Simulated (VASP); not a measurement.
# Sn3Se (I4mm) in VASP: a series of runs, part 2 of 2

VASP 6.6.1. The steps go on from the part before.

### 3 Single point, PBEsol (atom 3 (Sn) moved +0.050 Å along Cartesian [0 0 1])

INCAR reads:

```
PREC = Accurate ; ENCUT = 520
EDIFF = 1E-7 ; ISMEAR = 0
SIGMA = 0.15 ; LREAL = False
LASPH = True ; NELM = 60
ALGO = Normal ; ISIF = 2
LWAVE = False ; LCHARG = False
GGA = PS ; NBANDS = 32
```

KPOINTS reads:

```
Automatic mesh
0
Gamma
  12 12 12
```

POSCAR reads:

```
Sn3Se
1.0
    0.0000000000      3.6581854746      3.6581854746
    3.6581854746      0.0000000000      3.6581854746
    3.6581854746      3.6581854746      0.0000000000
Sn Se
3 1
Direct
    0.2500000000      0.2500000000      0.2500000000
    0.7500000000      0.7500000000      0.7500000000
    0.5068339892      0.5068339892      0.4931660108
    0.0000000000      0.0000000000      0.0000000000
```

Potentials or basis: VASP PAW PBE potentials, release 64 (Sn_d, Se).

On the command line:

```console
$ cat potpaw_PBE.64/Sn_d/POTCAR potpaw_PBE.64/Se/POTCAR > POTCAR
$ mpirun -np 1 vasp_std > vasp.out
```

OUTCAR:

```text
PREC = Accurate
   ENCUT = 520
   EDIFF = 1E-7
   ISMEAR = 0
   LREAL = False
   LASPH = True
   NELM = 60
   ISIF = 2
   GGA = PS

 ion  position               nearest neighbor table
   1  0.250  0.250  0.250-   3 3.14   3 3.14   4 3.17   4 3.17   4 3.17   4 3.17   3 3.20   3 3.20
                             2 3.66   2 3.66   2 3.66   2 3.66   2 3.66   2 3.66
   2  0.750  0.750  0.750-   3 3.14   3 3.14   4 3.17   4 3.17   4 3.17   4 3.17   3 3.20   3 3.20
                             1 3.66   1 3.66   1 3.66   1 3.66   1 3.66   1 3.66
   3  0.507  0.507  0.493-   1 3.14   1 3.14   2 3.14   2 3.14   1 3.20   2 3.20   2 3.20   1 3.20

   4  0.000  0.000  0.000-   2 3.17   2 3.17   2 3.17   1 3.17   2 3.17   1 3.17   1 3.17   1 3.17

  LATTYP: Found a face centered cubic cell.
 ALAT       =     7.3163709492

  Lattice vectors:

 A1 = (   0.0000000000,   3.6581854746,   3.6581854746)
 A2 = (   3.6581854746,   0.0000000000,   3.6581854746)
 A3 = (   3.6581854746,   3.6581854746,   0.0000000000)

Analysis of symmetry for initial positions (statically):
=====================================================================
[... 177 lines left out ...]

 val. band max:        7.7635569028   @ k =   0.1667  -0.3333   0.3333
 cond. band min:       7.7694987432   @ k =   0.0000  -0.2500   0.2500
 fundamental gap:      0.0059418404
 Fermi energy:         7.7660423895

 k-point     1 :       0.0000    0.0000    0.0000
  band No.  band energies     occupation
      1     -13.6945      2.00000
      2     -13.6943      2.00000
      3     -13.6512      2.00000
      4     -13.6512      2.00000
      5     -13.6493      2.00000
      6     -13.6490      2.00000
[... 829 lines left out ...]
     31      13.5355      0.00000
     32      13.8461      0.00000

 [... further k-points ...]

------------------------ aborting loop because EDIFF is reached ----------------------------------------

  FORCE on cell =-STRESS in cart. coord.  units (eV):
  Direction    XX          YY          ZZ          XY          YZ          ZX
  --------------------------------------------------------------------------------------
  -------------------------------------------------------------------------------------
  Total        0.0674003      0.0674003      0.0478778      0.0000000     -0.0000000     -0.0000000
  in kB        1.1029238      1.1029238      0.7834612      0.0000000     -0.0000000     -0.0000000
  external PRESSURE =       0.9964363 kB  Pullay stress =       0.0000000 kB

 VOLUME and BASIS-vectors are now :
 -----------------------------------------------------------------------------
  energy-cutoff  :      520.00
  volume of cell :       97.91
      direct lattice vectors                 reciprocal lattice vectors
     0.000000000  3.658185475  3.658185475    -0.136679784  0.136679784  0.136679784
     3.658185475  0.000000000  3.658185475     0.136679784 -0.136679784  0.136679784
     3.658185475  3.658185475  0.000000000     0.136679784  0.136679784 -0.136679784

 POSITION                                       TOTAL-FORCE (eV/Angst)
 -----------------------------------------------------------------------------------
      1.82909      1.82909      1.82909         0.000000      0.000000      0.044907
      5.48728      5.48728      5.48728         0.000000      0.000000      0.044907
      3.65819      3.65819      3.70819         0.000000      0.000000     -0.153926
      0.00000      0.00000      0.00000         0.000000      0.000000      0.064112
 -----------------------------------------------------------------------------------
    total drift:                                0.000000      0.000000     -0.000065

  FREE ENERGIE OF THE ION-ELECTRON SYSTEM (eV)
  ---------------------------------------------------
  free  energy   TOTEN  =       -16.6900276876 eV

  energy  without entropy=      -16.6622584383  energy(sigma->0) =      -16.67614306
```

Run time: 4 min. Hardware: 1 thread of Intel Xeon 6975P-C (Granite Rapids), shared host; peak memory 0.54 GiB.

What came out:

```yaml
Free_energy: -16.6900 eV
Pressure: 0.1 GPa
Largest_force: 0.154 eV/Å
Band_gap_on_the_k_mesh: zero (bands 24 and 25 overlap by 2.38 eV)
```

Forces on the atoms (eV/Å):
```
Sn   0.000  0.000  0.045
Sn   0.000  0.000  0.045
Sn   0.000  0.000 -0.154
Se   0.000  0.000  0.064
```

Caveat: the cell differs from its parent crystal (atom 3 (Sn) moved +0.050 Å along Cartesian [0 0 1]); the PAW data sets were made with another functional, which shifts forces and pressure a little; spin-orbit coupling is left out, which moves the levels of the heavy elements.

### 4 Single point, PBEsol (atom 3 (Sn) moved +0.017 Å along Cartesian [0 0 1])

INCAR reads:

```
  ALGO = Normal
  EDIFF = 1E-7
  ENCUT = 520
  GGA = PS
  ISIF = 2
  ISMEAR = 0
  LASPH = True
  LCHARG = False
  LREAL = False
  LWAVE = False
  NBANDS = 32
  NELM = 60
  PREC = Accurate
  SIGMA = 0.15
```

KPOINTS reads:

```
k-points
0
Gamma
  12 12 12
```

POSCAR: that of step 3 with these lines changed.

```diff
@@ -10,3 +10,3 @@
     0.7500000000      0.7500000000      0.7500000000
-    0.5068339892      0.5068339892      0.4931660108
+    0.5022825524      0.5022825524      0.4977174476
     0.0000000000      0.0000000000      0.0000000000
```

On the command line:

```console
$ cat potpaw_PBE.64/Sn_d/POTCAR potpaw_PBE.64/Se/POTCAR > POTCAR
$ mpirun -np 1 vasp_std > vasp.out
```

Run time: 3.8 min. Hardware: 1 thread of Intel Xeon 6975P-C (Granite Rapids), shared host; peak memory 0.55 GiB.

It converged, with:

- Free energy: -16.6934 eV
- Pressure: 0.1 GPa
- Largest force: 0.051 eV/Å
- Band gap on the k mesh: zero (bands 24 and 25 overlap by 2.38 eV)

Forces in eV/Å, atoms in the order of the input:
```
Sn   0.000  0.000  0.015
Sn   0.000  0.000  0.015
Sn   0.000  0.000 -0.051
Se   0.000  0.000  0.021
```

Levels at points of the mesh, in eV from the Fermi level:
| k point | band 20 | band 21 | band 22 | band 23 | band 24 | band 25 | band 26 | band 27 | band 28 | band 29 |
| --- | --- | --- | --- | --- | --- | --- | --- | --- | --- | --- |
| (0.00, 0.00, 0.00) | -3.06 | -3.06 | -2.56 | -1.44 | -1.44 | -1.44 | -0.61 | -0.61 | -0.61 | 4.03 |
| (0.50, 0.00, 0.00) | -3.59 | -3.59 | -2.34 | -2.33 | -0.76 | 0.50 | 2.22 | 2.22 | 3.58 | 3.58 |
| (0.50, 0.50, 0.00) | -5.14 | -5.14 | -0.21 | 0.52 | 0.52 | 1.17 | 2.88 | 2.88 | 3.54 | 4.38 |
| (0.00, 0.50, 0.50) | -5.14 | -5.14 | -0.21 | 0.52 | 0.52 | 1.17 | 2.88 | 2.88 | 3.54 | 4.38 |

Caveat: the cell differs from its parent crystal (atom 3 (Sn) moved +0.017 Å along Cartesian [0 0 1]); the PAW data sets were made with another functional, which shifts forces and pressure a little; spin-orbit coupling is left out, which moves the levels of the heavy elements.

### 5 Summary

```csv
cell,gap on the mesh (eV),pressure (GPa),largest force (eV/Å)
"as given, atomic positions A",none,0.2,0.26
"as given, atomic positions B",none,0.1,0.15
"as given, atomic positions C",none,0.1,0.05
```

Alike in all rows: task single point; level PBEsol; potentials or basis VASP PAW PBE potentials, release 64 (Sn_d, Se); no spin polarisation; k mesh 12 × 12 × 12; cutoff (eV) 520; smearing gaussian 0.15 eV.

Caveats: the PAW data sets were made with another functional, which shifts forces and pressure a little; spin-orbit coupling is left out, which moves the levels of the heavy elements.

Absolute energies hang on the potentials; compare differences alone.
